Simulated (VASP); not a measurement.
**Ni2Ir: relaxation of cell and atoms with PBE**

The system is Ni2Ir.

```xyz
3
Lattice="0.0000 2.5244 2.5244 2.5244 0.0000 2.5244 2.5244 2.5244 0.0000" Properties=species:S:1:pos:R:3 pbc="T T T"
Ni    1.2622    1.2622    1.2622
Ni    3.7867    3.7867    3.7867
Ir    0.0000    0.0000    0.0000
```

```json
{
  "Program": "VASP 6.6.1",
  "Task": "relaxation of cell and atoms",
  "Functional": "PBE",
  "Potentials or basis": "VASP PAW PBE potentials, release 64 (Ni, Ir)",
  "Cutoff": "600 eV",
  "k mesh": "6 × 6 × 6",
  "Occupations": "gaussian, width 0.1 eV",
  "Spin": "no spin polarisation",
  "Dipole correction": "no",
  "Further INCAR settings": "ALGO = Fast; EDIFF = 1e-07; IBRION = 2; EDIFFG = -0.04; NSW = 90; ISIF = 3"
}
```

The relaxed volume is 14.90 Å³/atom. The relaxed cell is a = 3.983 Å, b = 3.983 Å, c = 3.983 Å, α = 60.00°, β = 60.00°, γ = 60.00° and the space group after relaxing (to 0.05 Å) is Fm-3m (No. 225). The energy gained by relaxing is 1201.9 meV/atom, the ionic steps are 12 and the pressure after relaxing is 0.0 GPa.

Step by step:
```
step  energy change (eV)  largest force (eV/Å)  pressure (GPa)  volume (Å³)
   1              0.0000                0.0000          126.13        32.18
   2              6.8141                0.0000          -12.80        89.68
   3              5.4393                0.0000          -11.71        73.58
   4             -1.2029                0.0000          -25.74        64.65
   5             15.4092                0.0000           60.87        46.54
   6             -1.6215                0.0000          -20.71        57.49
   7             -2.8892                0.0000          -17.08        51.82
   8             -3.4025                0.0000          -13.25        49.14
   9             -3.4986                0.0000          -10.14        47.83
  10             -3.5361                0.0000           -8.41        47.18
  11             -3.5396                0.0000           10.11        42.46
  12             -3.6058                0.0000           -0.05        44.69
```

Final structure:
```xyz
3
Lattice="0.0000 2.8166 2.8166 2.8166 0.0000 2.8166 2.8166 2.8166 0.0000" Properties=species:S:1:pos:R:3 pbc="T T T"
Ni    1.4083    1.4083    1.4083
Ni    4.2249    4.2249    4.2249
Ir    0.0000    0.0000    0.0000
```

Levels at points of the mesh, in eV from the Fermi level:
```csv
k point,band 11,band 12,band 13,band 14,band 15,band 16,band 17,band 18
"(0.00, 0.00, 0.00)",-0.68,-0.65,-0.65,-0.65,0.08,0.08,9.46,10.41
"(0.50, 0.00, 0.00)",-1.65,-1.44,-0.43,-0.43,0.21,0.21,0.97,6.64
"(0.50, 0.50, 0.00)",-1.17,-0.71,-0.66,0.39,0.39,0.40,1.23,1.94
```

It took 5.9 min on 1 thread of AMD EPYC 9R45 96-Core Processor (Zen 5) (shared host), peak memory 0.16 GiB.

Caveat: the volume moved by over 15 % at a fixed basis, so the end points are rough; spin-orbit coupling is left out, which moves the levels of the heavy elements. Spin polarisation is off, so any magnetic state and its effect on volume and gap are missing.
